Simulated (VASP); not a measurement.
# TiB2 (P6/mmm) in VASP: a series of runs

The runs below take TiB2 through single point, relaxation of cell and atoms, with PBEsol.

Everything below comes from runs of VASP 6.6.1. Logs are shortened: lines on timing, memory, paths and dates and some standing lists are left out, and cuts for length are marked.

## Step 1: The cell of the first run

Symmetry: P6/mmm, No. 191, hexagonal system. Conventional cell: a = 3.017 Å, b = 3.017 Å, c = 3.185 Å, α = 90.00°, β = 90.00°, γ = 120.00°. Within 3.2 Å of Ti (site symmetry 6/mmm) lie 12 B at 2.36 Å and 8 Ti at 3.02 to 3.19 Å. Within 2.4 Å of B (site symmetry -6m2) lie 3 B at 1.74 Å and 6 Ti at 2.36 Å.

## Step 2: Single point, PBEsol

INCAR

```
PREC = Accurate ; ENCUT = 520
EDIFF = 1E-6 ; ISMEAR = -1
SIGMA = 0.05 ; LREAL = F
LASPH = T ; NELM = 100
ALGO = Normal ; ISIF = 2
LWAVE = F ; LCHARG = F
GGA = PS ; NBANDS = 16
```

KPOINTS

```
regular mesh
0
Gamma
  12 12 10
```

POSCAR

```
TiB2
1.0
    3.0174548627      0.0000000000      0.0000000000
   -1.5087274313      2.6131925658      0.0000000000
    0.0000000000      0.0000000000      3.1853999221
Ti B
1 2
Direct
    0.0000000000      0.0000000000      0.0000000000
    0.3333333333      0.6666666667      0.5000000000
    0.6666666667      0.3333333333      0.5000000000
```

Potentials or basis: VASP PAW PBE potentials, release 64 (Ti_sv, B).

The run is started by

```bash
$ cat potpaw_PBE.64/Ti_sv/POTCAR potpaw_PBE.64/B/POTCAR > POTCAR
$ mpirun -np 1 vasp_std > vasp.out
```

OUTCAR:

```text
PREC = Accurate
   ENCUT = 520
   EDIFF = 1E-6
   ISMEAR = -1
   LREAL = F
   LASPH = T
   NELM = 100
   ISIF = 2
   GGA = PS

 ion  position               nearest neighbor table
   1  0.000  0.000  0.000-   2 2.36   3 2.36   2 2.36   3 2.36   2 2.36   2 2.36   3 2.36   3 2.36
                             3 2.36   3 2.36   2 2.36   2 2.36
   2  0.333  0.667  0.500-   3 1.74   3 1.74   3 1.74   1 2.36   1 2.36   1 2.36   1 2.36   1 2.36
                             1 2.36
   3  0.667  0.333  0.500-   2 1.74   2 1.74   2 1.74   1 2.36   1 2.36   1 2.36   1 2.36   1 2.36
                             1 2.36

  LATTYP: Found a hexagonal cell.
 ALAT       =     3.0174548627
 C/A-ratio  =     1.0556578531

  Lattice vectors:

 A1 = (   3.0174548627,   0.0000000000,   0.0000000000)
 A2 = (  -1.5087274313,   2.6131925658,   0.0000000000)
 A3 = (   0.0000000000,   0.0000000000,   3.1853999221)

Analysis of symmetry for initial positions (statically):
=====================================================================
 Subroutine PRICEL returns:
 Original cell was already a primitive cell.

 Routine SETGRP: Setting up the symmetry group for a
 hexagonal supercell.

 Subroutine GETGRP returns: Found 24 space group operations
 (whereof 24 operations were pure point group operations)
 out of a pool of 24 trial point group operations.

The static configuration has the point symmetry D_6h.

Analysis of symmetry for dynamics (positions and initial velocities):
=====================================================================
 Subroutine PRICEL returns:
 Original cell was already a primitive cell.

 Routine SETGRP: Setting up the symmetry group for a
 hexagonal supercell.

 Subroutine GETGRP returns: Found 24 space group operations
 (whereof 24 operations were pure point group operations)
 out of a pool of 24 trial point group operations.

The dynamic configuration has the point symmetry D_6h.

 Subroutine INISYM returns: Found 24 space group operations
 (whereof 24 operations are pure point group operations),
 and found     1 'primitive' translations

----------------------------------------------------------------------------------------

                                     Primitive cell

  volume of cell :      25.1175

  direct lattice vectors                    reciprocal lattice vectors
     3.017454863  0.000000000  0.000000000     0.331405123  0.191336837  0.000000000
    -1.508727431  2.613192566  0.000000000     0.000000000  0.382673674  0.000000000
     0.000000000  0.000000000  3.185399922     0.000000000  0.000000000  0.313932324

  length of vectors
     3.017454863  3.017454863  3.185399922     0.382673674  0.382673674  0.313932324

  position of ions in fractional coordinates (direct lattice)
     0.000000000  0.000000000  0.000000000
     0.333333333  0.666666667  0.500000000
     0.666666667  0.333333333  0.500000000

  ion indices of the primitive-cell ions
   primitive index   ion index
                 1           1
                 2           2
                 3           3

----------------------------------------------------------------------------------------

 KPOINTS: regular mesh

Automatic generation of k-mesh.
 Grid dimensions read from file:
 generate k-points for:   12   12   10

 Generating k-lattice:

  Cartesian coordinates                     Fractional coordinates (reciprocal lattice)
     0.027617094  0.015944736  0.000000000     0.083333333 -0.000000000  0.000000000
     0.000000000  0.031889473  0.000000000     0.000000000  0.083333333  0.000000000
     0.000000000  0.000000000  0.031393232     0.000000000  0.000000000  0.100000000

  Length of vectors
     0.031889473  0.031889473  0.031393232

  Shift w.r.t. Gamma in fractional coordinates (k-lattice)
     0.000000000  0.000000000  0.000000000

 Subroutine IBZKPT returns following result:
 ===========================================

 Found    114 irreducible k-points:

 Following reciprocal coordinates:
            Coordinates               Weight
  0.000000  0.000000  0.000000      1.000000
  0.083333 -0.000000  0.000000      6.000000
  0.166667 -0.000000  0.000000      6.000000
  0.250000  0.000000  0.000000      6.000000
  0.333333  0.000000  0.000000      6.000000
  0.416667  0.000000  0.000000      6.000000
[... 16 lines left out ...]
  0.250000  0.000000  0.100000     12.000000
  0.333333  0.000000  0.100000     12.000000
 [... further k-points ...]
   k-points           NKPTS =    114   k-points in BZ     NKDIM =    114   number of bands    NBANDS=     16
   number of dos      NEDOS =    301   number of ions     NIONS =      3
   total plane-waves  NPLWV =  13824
   dimension x,y,z NGX =    24 NGY =   24 NGZ =   24
   dimension x,y,z NGXF=    48 NGYF=   48 NGZF=   48
   ions per type =               1   2
   NGX,Y,Z   is equivalent  to a cutoff of  13.22, 13.22, 12.53 a.u.
   NGXF,Y,Z  is equivalent  to a cutoff of  26.45, 26.45, 25.05 a.u.
 SYSTEM =  unknown system
   PREC   = accura    normal or accurate (medium, high low for compatibility)
   ISTART =      0    job   : 0-new  1-cont  2-samecut
   ICHARG =      2    charge: 1-file 2-atom 10-const
   ISPIN  =      1    spin polarized calculation?
   LNONCOLLINEAR =      F non collinear calculations
   LSORBIT =      F    spin-orbit coupling
   LASPH  =      T    aspherical Exc in radial PAW
   ENCUT  =  520.0 eV  38.22 Ry    6.18 a.u.   5.61  5.61  5.92*2*pi/ulx,y,z
   NELM   =    100;   NELMIN=  2; NELMDL= -5     # of ELM steps
   EDIFF  = 0.1E-05   stopping-criterion for ELM
   LREAL  =      F    real-space projection
[... 7 lines left out ...]
   TEBEG  =    0.0;   TEEND  =   0.0 temperature during run
   PSTRESS=    0.0 pullay stress
   NELECT =      18.0000    total number of electrons
   NUPDOWN=      -1.0000    fix difference up-down
   EMIN   =  10.00;   EMAX   =-10.00  energy-range for DOS
   EFERMI =   0.00;   METHOD = LEGACY
   ISMEAR =    -1;   SIGMA  =   0.05  broadening in eV -4-tet -1-fermi 0-gaus
   EFERMI_NEDOS =   21; number of points for ismear=-14 and -15
   IALGO  =     38    algorithm
   IMIX   =      4    mixing-type and parameters
     AMIX     =   0.40;   BMIX     =  1.00
     AMIX_MAG =   1.60;   BMIX_MAG =  1.00
  volume/ion in A,a.u.               =       8.37        56.50
  Fermi-wavevector in a.u.,A,eV,Ry     =   1.465009  2.768465 29.201521  2.146251
  Thomas-Fermi vector in A             =   2.580917
   LORBIT       =      0    0 simple, 1 ext, 2 COOP (PROOUT), +10 PAW based schemes
   GGA     = PS    functional components
   LHFCALC =     F    Hartree Fock is set to
   AEXX    =    0.0000 exact exchange contribution
   IVDW    =     0    specifies the selected vdW correction
   LEPSILON=     F    determine dielectric tensor
   LRPA    =     F    only Hartree local field effects (RPA)
 non-spin polarized calculation
  energy-cutoff  :      520.00
  volume of cell :       25.12
 maximum number of plane-waves:       696
 NGX is ok and might be reduce to    24
   NGX = 11   NGY = 11   NGZ = 11

 number of electron      17.9999998 magnetization

 Free energy of the ion-electron system (eV)
  ---------------------------------------------------
  ext. energy  EPLUGINS =         0.00000000
  ---------------------------------------------------
  free energy    TOTEN  =       -25.79380318 eV

  energy without entropy =      -25.79023823  energy(sigma->0) =      -25.79202070

 E-fermi :  10.1533     XC(G=0): -12.9763

 val. band max:       10.1458782306   @ k =   0.3333   0.1667   0.0000
 cond. band min:      10.1755603304   @ k =   0.1667   0.1667   0.2000
 fundamental gap:      0.0296820997
 Fermi energy:        10.1532911381

 k-point     1 :       0.0000    0.0000    0.0000
  band No.  band energies     occupation
      1     -46.4954      2.00000
      2     -22.9511      2.00000
      3     -22.6339      2.00000
      4     -22.6339      2.00000
      5      -3.4307      2.00000
      6       7.4388      2.00000
[... 8 lines left out ...]
     15      15.9266      0.00000
     16      17.1460      0.00000

 k-point     2 :       0.0833   -0.0000    0.0000
  band No.  band energies     occupation
      1     -46.4915      2.00000
      2     -22.9462      2.00000
      3     -22.6640      2.00000
      4     -22.6408      2.00000
      5      -3.2951      2.00000
      6       7.0585      2.00000
[... 8 lines left out ...]
     15      16.7676      0.00000
     16      17.5712      0.00000

 k-point     3 :       0.1667   -0.0000    0.0000
  band No.  band energies     occupation
      1     -46.4807      2.00000
      2     -22.9326      2.00000
      3     -22.7454      2.00000
      4     -22.6593      2.00000
      5      -2.8966      2.00000
      6       6.0823      2.00000
[... 8 lines left out ...]
     15      18.4315      0.00000
     16      18.5325      0.00000

 k-point     4 :       0.2500    0.0000    0.0000
  band No.  band energies     occupation
      1     -46.4659      2.00000
      2     -22.9139      2.00000
      3     -22.8550      2.00000
      4     -22.6844      2.00000
      5      -2.2577      2.00000
      6       4.8105      2.00000
[... 8 lines left out ...]
     15      17.6766      0.00000
     16      19.6435      0.00000
[... 324 lines left out ...]
 k-point    22 :       0.1667   -0.0000    0.1000
  band No.  band energies     occupation
      1     -46.4790      2.00000
      2     -22.9547      2.00000
      3     -22.7431      2.00000
      4     -22.6573      2.00000
      5      -2.7698      2.00000
      6       6.1310      2.00000
[... 8 lines left out ...]
     15      18.0769      0.00000
     16      18.5415      0.00000

 k-point    23 :       0.2500    0.0000    0.1000
  band No.  band energies     occupation
      1     -46.4642      2.00000
      2     -22.9355      2.00000
      3     -22.8520      2.00000
      4     -22.6822      2.00000
      5      -2.1463      2.00000
      6       4.8295      2.00000
[... 8 lines left out ...]
     15      17.9925      0.00000
     16      20.1294      0.00000

 k-point    24 :       0.3333    0.0000    0.1000
  band No.  band energies     occupation
      1     -46.4493      2.00000
      2     -22.9600      2.00000
      3     -22.9156      2.00000
      4     -22.7071      2.00000
      5      -1.3175      2.00000
      6       3.4527      2.00000
[... 8 lines left out ...]
     15      18.0556      0.00000
     16      19.9338      0.00000

 [... further k-points ...]
[... 5 lines left out ...]
  --------------------------------------------------------------------------------------
  -------------------------------------------------------------------------------------
  Total        0.0700704      0.0700704      0.0488013      0.0000000      0.0000000      0.0000000
  in kB        4.4696029      4.4696029      3.1129060      0.0000000      0.0000000      0.0000000
  external PRESSURE =       4.0173706 kB  Pullay stress =       0.0000000 kB

 VOLUME and BASIS-vectors are now :
 -----------------------------------------------------------------------------
  energy-cutoff  :      520.00
  volume of cell :       25.12
      direct lattice vectors                 reciprocal lattice vectors
     3.017454863  0.000000000  0.000000000     0.331405123  0.191336837  0.000000000
    -1.508727431  2.613192566  0.000000000     0.000000000  0.382673674  0.000000000
     0.000000000  0.000000000  3.185399922     0.000000000  0.000000000  0.313932324

 POSITION                                       TOTAL-FORCE (eV/Angst)
 -----------------------------------------------------------------------------------
      0.00000      0.00000      0.00000        -0.000000      0.000000      0.000000
     -0.00000      1.74213      1.59270        -0.000000      0.000000      0.000000
      1.50873      0.87106      1.59270         0.000000      0.000000      0.000000
 -----------------------------------------------------------------------------------
    total drift:                               -0.000000      0.000000      0.000000

  FREE ENERGIE OF THE ION-ELECTRON SYSTEM (eV)
  ---------------------------------------------------
  free  energy   TOTEN  =       -25.7938031778 eV

  energy  without entropy=      -25.7902382290  energy(sigma->0) =      -25.79202070
```

It took 56 s on 1 thread of Intel Xeon 8259CL, shared host; peak memory 0.17 GiB.

Results:

```yaml
Free_energy: -25.7938 eV
Pressure: 0.4 GPa
Band_gap_on_the_k_mesh: zero (bands 9 and 10 overlap by 0.55 eV)
```

Caveat: the PAW data sets were made with another functional, which shifts forces and pressure a little.

## Step 3: Single point, PBEsol

INCAR

```
SYSTEM = TiB2
ALGO = Normal
EDIFF = 1E-6
ENCUT = 520
GGA = PS
ISIF = 2
ISMEAR = -1
LASPH = .TRUE.
LCHARG = .TRUE.
LELF = .TRUE.
LREAL = .FALSE.
LVHAR = .TRUE.
LWAVE = .FALSE.
NBANDS = 16
NELM = 80
PREC = Accurate
SIGMA = 0.05
```

KPOINTS

```
k-points
0
G
  12 12 10
  0 0 0
```

POSCAR is that of step 2.

Potentials or basis: VASP PAW PBE potentials, release 64 (Ti_sv, B).

The run is started by

```bash
$ cat potpaw_PBE.64/Ti_sv/POTCAR potpaw_PBE.64/B/POTCAR > POTCAR
$ mpirun -np 1 vasp_std > vasp.out
```

Wall time 57 s (1 thread of Intel Xeon 8259CL, shared host); peak memory 0.17 GiB.

Results (log left out):

* Free energy: -25.7938 eV
* Pressure: 0.4 GPa
* Band gap on the k mesh: zero (bands 9 and 10 overlap by 0.55 eV)

Stress tensor (GPa, compression positive):
```
0.45 0.00 0.00
0.00 0.45 0.00
0.00 0.00 0.31
```

Levels at points of the mesh, in eV from the Fermi level:
| k point | band 6 | band 7 | band 8 | band 9 | band 10 | band 11 | band 12 | band 13 |
| --- | --- | --- | --- | --- | --- | --- | --- | --- |
| (0.00, 0.00, 0.00) | -2.71 | -2.71 | -2.21 | -2.19 | 1.95 | 1.95 | 3.83 | 3.83 |
| (0.50, 0.00, 0.00) | -9.24 | -3.31 | -3.23 | -2.37 | 1.38 | 2.80 | 3.31 | 3.49 |
| (0.00, 0.00, 0.50) | -7.71 | -0.57 | -0.57 | -0.27 | -0.27 | 0.43 | 0.43 | 1.79 |
| (0.50, 0.00, 0.50) | -7.54 | -4.76 | -3.93 | -3.16 | 2.62 | 3.00 | 4.71 | 4.78 |

Caveat: the PAW data sets were made with another functional, which shifts forces and pressure a little.

(Part 1 of 2 ends here.)

The gap in the log of VASP goes by the Fermi energy; the results here count the filled bands.